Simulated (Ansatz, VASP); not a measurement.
**Two plane-wave programs on Ge**

INCAR

```
SYSTEM = Ge
  PREC = Accurate
  ENCUT = 520
  EDIFF = 1E-6
  ISMEAR = 0
  SIGMA = 0.15
  LREAL = .FALSE.
  LASPH = .TRUE.
  NELM = 60
  ALGO = Normal
  ISIF = 2
  LWAVE = .FALSE.
  LCHARG = .TRUE.
  LELF = .TRUE.
  LVHAR = .TRUE.
  NBANDS = 21
```

The input KPOINTS:

```
Automatic mesh
0
G
  14 14 14
  0 0 0
```

File POSCAR:

```
Ge
1.0
    0.0000000000      2.7123375155      3.0074623229
    2.7123375155      0.0000000000      3.0074623229
    2.7123375155      2.7123375155      0.0000000000
Ge
2
Direct
    0.5116696391      0.4883303609      0.4883303609
    0.7383303609      0.7616696391      0.7616696391
```

Input for Ansatz:

```yaml
crystal:
  lattice:
    - [0.0, 2.7123375155, 3.0074623229]
    - [2.7123375155, 0.0, 3.0074623229]
    - [2.7123375155, 2.7123375155, 0.0]
  atoms:
    - { symbol: Ge, position: [0.5116696391, 0.4883303609, 0.4883303609] }
    - { symbol: Ge, position: [0.7383303609, 0.7616696391, 0.7616696391] }
basis:
  ecutwfc: 420
kpoints:
  mp_grid: { grid: [14, 14, 14] }
hamiltonian:
  xc: lda
  pseudopotentials: { kind: paw, azcp: { folder: soft_1 } }
scf:
  occupations: { method: gaussian, width: 0.15 }
output:
  forces: true
  stress: true
  eigenvalues: true
```

Change from the starting cell: mode 4 frozen in at -0.066 Å, strain +e along z and -e/2 along x and y +0.0700.

Alike in both runs: task single point; functional LDA; k mesh 14 × 14 × 14; occupations gaussian, width 0.15 eV; no spin polarisation.

|  | VASP | Ansatz |
| --- | --- | --- |
| version | VASP 6.6.1 | Ansatz 0.2.0 |
| potentials or method | VASP PAW LDA potentials, release 64 (Ge_d), cutoff 520 eV | scalar-relativistic, plane waves, PAW |
| valence electrons in the cell | 28 | 28 |

Ansatz gave:

```
gap on the k mesh at the Fermi level (eV)                     : none
pressure (GPa)                                                : 0.8
traceless stress, the component that is largest in VASP (GPa) : -5.34
rms of the force components (eV/Å)                            : 0.765
```

Task: Estimate VASP's values.

Result: gap on the k mesh at the Fermi level (eV): none; pressure (GPa): 0.9; traceless stress, the component that is largest in VASP (GPa): -5.34; rms of the force components (eV/Å): 0.769.

Ansatz warns that its potentials were made for another functional, while VASP's fit it. LDA's correlation is that of Perdew and Zunger in VASP and of Perdew and Wang (1992) in Ansatz. Atom by atom the forces differ by 0.005 eV/Å (rms over components). A gap of «none» marks a metal or a gap that the smearing closes.
